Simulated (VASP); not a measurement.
# ZnS (Pm) in VASP: notebook

ZnS is run at these levels: r2SCAN; tasks: single point.

Everything below comes from runs of VASP 6.6.1. Logs are shortened: lines on timing, memory, paths and dates and some standing lists are left out, and cuts for length are marked.

## Step 1: The cell of the first run

Symmetry: Pm, No. 6, monoclinic system. Conventional cell: a = 6.246 Å, b = 3.807 Å, c = 6.593 Å, α = 90.00°, β = 90.00°, γ = 90.00°. Zn (site symmetry m) has 4 S at 2.24 to 2.41 Å within 3.0 Å. Within 3.0 Å of Zn (site symmetry m) lie 4 S at 2.23 to 2.35 Å. Zn (site symmetry m) has 4 S at 2.25 to 2.44 Å within 3.0 Å. Zn (site symmetry m) has 4 S at 2.33 to 2.44 Å within 3.1 Å. S (site symmetry m) has 4 Zn at 2.24 to 2.44 Å within 3.0 Å. S (site symmetry m) has 4 Zn at 2.25 to 2.37 Å within 3.0 Å. S (site symmetry m) has 4 Zn at 2.23 to 2.44 Å within 3.0 Å. S (site symmetry m) has 4 Zn at 2.30 to 2.41 Å within 3.0 Å.

## Step 2: Single point, r2SCAN (atoms displaced along a vibrational mode)

POSCAR

```
ZnS
1.0
   -3.8067217533      0.0000000000      0.0000000000
    0.0000000000      0.0000000000     -6.2457351331
    0.0000000000     -6.5934354870      0.0000000000
Zn S
4 4
Direct
    0.5000000000      0.9913191808      0.1676660055
    0.0000000000      0.9964541758      0.6656685641
    0.0000000000      0.4979046778      0.3343326721
    0.5000000000      0.4927696828      0.8323352307
    0.5000000000      0.6327469372      0.1774623375
    0.0000000000      0.6203880707      0.6558684751
    0.0000000000      0.1080292042      0.3441290041
    0.5000000000      0.1203880707      0.8225351417
```

INCAR.step1

```
PREC = Accurate
ENCUT = 520
ISMEAR = 0
SIGMA = 0.05
LREAL = False
LASPH = True
NELM = 80
NBANDS = 46
GGA = PE
ALGO = Normal
EDIFF = 1E-4
LWAVE = True
LCHARG = False
```

INCAR.step2

```
PREC = Accurate
ENCUT = 520
EDIFF = 1E-6
ISMEAR = 0
SIGMA = 0.05
LREAL = False
LASPH = True
NELM = 80
ALGO = Normal
ISIF = 2
LWAVE = False
LCHARG = False
METAGGA = R2SCAN
LMIXTAU = True
NBANDS = 46
ISTART = 1
```

KPOINTS

```
Automatic mesh
0
Gamma
  6 4 4
```

Potentials or basis: VASP PAW PBE potentials, release 64 (Zn, S).

Started as:

```bash
$ cat potpaw_PBE.64/Zn/POTCAR potpaw_PBE.64/S/POTCAR > POTCAR
$ cp INCAR.step1 INCAR
$ mpirun -np 1 vasp_std > vasp.out
$ cp INCAR.step2 INCAR
$ mpirun -np 1 vasp_std > vasp.out
```

OUTCAR:

```text
PREC = Accurate
   ENCUT = 520
   EDIFF = 1E-6
   ISMEAR = 0
   LREAL = False
   LASPH = True
   NELM = 80
   ISIF = 2
   METAGGA = R2SCAN
   ISTART = 1

 ion  position               nearest neighbor table
   1  0.500  0.991  0.168-   5 2.24   7 2.35   7 2.35   8 2.41
   2  0.000  0.996  0.666-   7 2.23   8 2.30   8 2.30   6 2.35
   3  0.000  0.498  0.334-   6 2.25   5 2.32   5 2.32   7 2.44
   4  0.500  0.493  0.832-   8 2.33   6 2.37   6 2.37   5 2.44
   5  0.500  0.633  0.177-   1 2.24   3 2.32   3 2.32   4 2.44
   6  0.000  0.620  0.656-   3 2.25   2 2.35   4 2.37   4 2.37
   7  0.000  0.108  0.344-   2 2.23   1 2.35   1 2.35   3 2.44
   8  0.500  0.120  0.823-   2 2.30   2 2.30   4 2.33   1 2.41

  LATTYP: Found a simple orthorhombic cell.
 ALAT       =     3.8067217533
 B/A-ratio  =     1.6407122816
 C/A-ratio  =     1.7320508076

  Lattice vectors:

 A1 = (  -3.8067217533,   0.0000000000,   0.0000000000)
 A2 = (   0.0000000000,   0.0000000000,  -6.2457351331)
 A3 = (   0.0000000000,  -6.5934354870,   0.0000000000)

Analysis of symmetry for initial positions (statically):
=====================================================================
 Subroutine PRICEL returns:
 Original cell was already a primitive cell.

 Routine SETGRP: Setting up the symmetry group for a
 simple orthorhombic supercell.

 Subroutine GETGRP returns: Found  2 space group operations
 (whereof  2 operations were pure point group operations)
 out of a pool of  8 trial point group operations.

The static configuration has the point symmetry C_1h.

Analysis of symmetry for dynamics (positions and initial velocities):
=====================================================================
 Subroutine PRICEL returns:
 Original cell was already a primitive cell.

 Routine SETGRP: Setting up the symmetry group for a
 simple orthorhombic supercell.

 Subroutine GETGRP returns: Found  2 space group operations
 (whereof  2 operations were pure point group operations)
 out of a pool of  8 trial point group operations.

The dynamic configuration has the point symmetry C_1h.

 Subroutine INISYM returns: Found  2 space group operations
 (whereof  2 operations are pure point group operations),
 and found     1 'primitive' translations

----------------------------------------------------------------------------------------

                                     Primitive cell

  volume of cell :     156.7640

[... 99 lines left out ...]
   NELM   =     80;   NELMIN=  2; NELMDL=  0     # of ELM steps
   EDIFF  = 0.1E-05   stopping-criterion for ELM
   LREAL  =      F    real-space projection
[... 7 lines left out ...]
   TEBEG  =    0.0;   TEEND  =   0.0 temperature during run
   PSTRESS=    0.0 pullay stress
   NELECT =      72.0000    total number of electrons
   NUPDOWN=      -1.0000    fix difference up-down
   EMIN   =  10.00;   EMAX   =-10.00  energy-range for DOS
   EFERMI =   0.00;   METHOD = LEGACY
   ISMEAR =     0;   SIGMA  =   0.05  broadening in eV -4-tet -1-fermi 0-gaus
   EFERMI_NEDOS =   21; number of points for ismear=-14 and -15
   IALGO  =     38    algorithm
   IMIX   =      4    mixing-type and parameters
     AMIX     =   0.40;   BMIX     =  1.00
     AMIX_MAG =   1.60;   BMIX_MAG =  1.00
  volume/ion in A,a.u.               =      19.60       132.24
  Fermi-wavevector in a.u.,A,eV,Ry     =   1.263097  2.386908 21.706940  1.595415
  Thomas-Fermi vector in A             =   2.396472
   LORBIT       =      0    0 simple, 1 ext, 2 COOP (PROOUT), +10 PAW based schemes
   METAGGA = R2SCAN    functional components
   LHFCALC =     F    Hartree Fock is set to
   AEXX    =    0.0000 exact exchange contribution
   IVDW    =     0    specifies the selected vdW correction
   LEPSILON=     F    determine dielectric tensor
   LRPA    =     F    only Hartree local field effects (RPA)
 non-spin polarized calculation
 Gauss-broadening in eV      SIGMA  =   0.05
  energy-cutoff  :      520.00
  volume of cell :      156.76
 maximum number of plane-waves:      4248
   NGX = 15   NGY = 23   NGZ = 25

 number of electron      71.9999983 magnetization

 Free energy of the ion-electron system (eV)
  ---------------------------------------------------
  ext. energy  EPLUGINS =         0.00000000
  ---------------------------------------------------
  free energy    TOTEN  =       -75.20577018 eV

  energy without entropy =      -75.20577018  energy(sigma->0) =      -75.20577018

 E-fermi :   2.1656     XC(G=0): -10.3085

 val. band max:        1.9306006303   @ k =   0.0000   0.0000   0.0000
 cond. band min:       4.6730502208   @ k =   0.0000   0.0000   0.0000
 fundamental gap:      2.7424495905
 Fermi energy:         2.1656136634

 k-point     1 :       0.0000    0.0000    0.0000
  band No.  band energies     occupation
      1     -11.8588      2.00000
      2     -10.9655      2.00000
      3     -10.8183      2.00000
      4     -10.5574      2.00000
      5      -4.6619      2.00000
      6      -4.6469      2.00000
[... 1165 lines left out ...]
     45       9.1783      0.00000
     46       9.3136      0.00000

 [... further k-points ...]

------------------------ aborting loop because EDIFF is reached ----------------------------------------

  FORCE on cell =-STRESS in cart. coord.  units (eV):
  Direction    XX          YY          ZZ          XY          YZ          ZX
  --------------------------------------------------------------------------------------
  -------------------------------------------------------------------------------------
  Total        0.2891416      0.8280685      0.6271542      0.0000000     -0.0109600      0.0000000
  in kB        2.9551173      8.4631183      6.4097110      0.0000000     -0.1120145      0.0000000
  external PRESSURE =       5.9426489 kB  Pullay stress =       0.0000000 kB

 VOLUME and BASIS-vectors are now :
 -----------------------------------------------------------------------------
  energy-cutoff  :      520.00
  volume of cell :      156.76
      direct lattice vectors                 reciprocal lattice vectors
    -3.806721753  0.000000000  0.000000000    -0.262693221  0.000000000  0.000000000
     0.000000000  0.000000000 -6.245735133     0.000000000  0.000000000 -0.160109255
     0.000000000 -6.593435487  0.000000000     0.000000000 -0.151666002  0.000000000

 POSITION                                       TOTAL-FORCE (eV/Angst)
 -----------------------------------------------------------------------------------
     -1.90336     -1.10549     -6.19152         0.000000      0.130854     -0.676390
      0.00000     -4.38904     -6.22359         0.000000     -0.306111      0.365848
      0.00000     -2.20440     -3.10978         0.000000      0.251525      0.496437
     -1.90336     -5.48795     -3.07771         0.000000     -0.087469     -0.277496
     -1.90336     -1.17009     -3.95197         0.000000      0.834948      1.139236
      0.00000     -4.32443     -3.87478         0.000000     -1.063938     -0.029745
      0.00000     -2.26899     -0.67472         0.000000      1.137532     -0.993680
     -1.90336     -5.42333     -0.75191         0.000000     -0.897342     -0.024210
 -----------------------------------------------------------------------------------
    total drift:                               -0.000000     -0.005793      0.014057

  FREE ENERGIE OF THE ION-ELECTRON SYSTEM (eV)
  ---------------------------------------------------
  free  energy   TOTEN  =       -75.2057701754 eV

  energy  without entropy=      -75.2057701754  energy(sigma->0) =      -75.20577018
```

OUTCAR.step1:

```text
PREC = Accurate
   ENCUT = 520
   ISMEAR = 0
   LREAL = False
   LASPH = True
[... 1421 lines left out ...]
     -1.90336     -1.17009     -3.95197         0.000000      0.815282      1.122716
      0.00000     -4.32443     -3.87478         0.000000     -1.041145     -0.040079
      0.00000     -2.26899     -0.67472         0.000000      1.113924     -0.974090
     -1.90336     -5.42333     -0.75191         0.000000     -0.880746     -0.011376
 -----------------------------------------------------------------------------------
    total drift:                               -0.000000     -0.000048     -0.003110

  FREE ENERGIE OF THE ION-ELECTRON SYSTEM (eV)
  ---------------------------------------------------
  free  energy   TOTEN  =       -27.1125703323 eV

  energy  without entropy=      -27.1125703323  energy(sigma->0) =      -27.11257033
```

Run time: 11 min. Hardware: 1 thread of AMD EPYC 9R45 (Zen 5), shared host; peak memory 0.37 GiB.

Results:

```yaml
Free_energy: -75.2058 eV
Pressure: 0.6 GPa
Largest_force: 1.510 eV/Å
Band_gap_on_the_k_mesh: 2.74 eV
```

Forces on the atoms (eV/Å):
```
Zn   0.000  0.131 -0.676
Zn   0.000 -0.306  0.366
Zn   0.000  0.252  0.496
Zn   0.000 -0.087 -0.277
S    0.000  0.835  1.139
S    0.000 -1.064 -0.030
S    0.000  1.138 -0.994
S    0.000 -0.897 -0.024
```

Stress tensor (GPa, compression positive):
```
 0.30  0.00  0.00
 0.00  0.85 -0.01
 0.00 -0.01  0.64
```

Caveat: the cell differs from its parent crystal (atoms displaced along a vibrational mode); the PAW data sets were made with another functional, which shifts forces and pressure a little.

(Continued in part 2 of 2.)
